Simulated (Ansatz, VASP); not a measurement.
# One calculation of NiO, two programs

INCAR

```
ALGO     = Normal         # electronic algorithm
EDIFF    = 1E-6           # SCF threshold, eV
ENCUT    = 520            # plane-wave cutoff, eV
GGA      = PE             # functional
ISIF     = 2              # what is computed and relaxed
ISMEAR   = -1             # smearing method
ISPIN    = 2              # spin polarisation
LASPH    = True           # aspherical terms in the spheres
LCHARG   = True           # write CHGCAR
LELF     = True           # ELF
LMAXMIX  = 4              # l up to which the mixer works
LORBIT   = 11             # projections on sites
LREAL    = False          # projectors in reciprocal space
LVHAR    = True         
LWAVE    = False          # write WAVECAR
MAGMOM   = 1 0            # initial moments
NBANDS   = 19             # bands
NELM     = 150            # most SCF steps
PREC     = Accurate       # precision mode
SIGMA    = 0.05           # smearing width, eV
```

KPOINTS

```
k-points
0
Gamma
  11 11 11
```

Contents of POSCAR:

```
NiO
1.0
    0.0000000000      2.0200739478      2.0200739478
    2.0200739478      0.0000000000      2.0200739478
    2.0200739478      2.0200739478      0.0000000000
Ni O
1 1
Direct
    0.0000000000      0.0000000000      0.0000000000
    0.7500000000      0.7500000000      0.7500000000
```

input.yaml

```yaml
crystal:
  lattice:
    - [0.0, 2.0200739478, 2.0200739478]
    - [2.0200739478, 0.0, 2.0200739478]
    - [2.0200739478, 2.0200739478, 0.0]
  atoms:
    - { symbol: Ni, position: [0.0, 0.0, 0.0], spin: 1.0 }
    - { symbol: O, position: [0.75, 0.75, 0.75] }
kpoints:
  mp_grid: { grid: [11, 11, 11] }
scf:
  occupations: { method: fermi_dirac, width: 0.05 }
hamiltonian:
  xc: pbe
  pseudopotentials: { kind: all_electron, lapw: { basis_error: 0.0005 } }
magnetization:
  spin_polarized: true
output:
  forces: true
  stress: true
  eigenvalues: true
```

Change from the starting cell: volume scaled by 0.94.

Alike in both runs: task single point; functional PBE; k mesh 11 × 11 × 11; occupations fermi-dirac, width 0.05 eV; collinear spin.

|  | VASP | Ansatz |
| --- | --- | --- |
| version | VASP 6.6.1 | Ansatz 0.2.0 |
| potentials or method | VASP PAW PBE potentials, release 64 (Ni, O), cutoff 520 eV | all-electron LAPW, scalar-relativistic |

VASP gave:

```
gap on the k mesh at the Fermi level (eV)                     : none
pressure (GPa)                                                : 87.4
net moment per atom (μB)                                      : 0.33
size of the moment on the site where the two differ most (μB) : 0.53
```

Problem. Which values does Ansatz return?

Solution. gap on the k mesh at the Fermi level (eV): none; pressure (GPa): 87.2; net moment per atom (μB): 0.39; size of the moment on the site where the two differ most (μB): 0.61.

Site moments also hang on the region over which each program counts them. A gap of «none» marks a metal or a gap that the smearing closes. Both programs put the cell under a high pressure, so it lies far from rest at this level. Ansatz ran all-electron here, and VASP with PAW potentials.

Noted on VASP's run: the cell as given lies far from equilibrium.
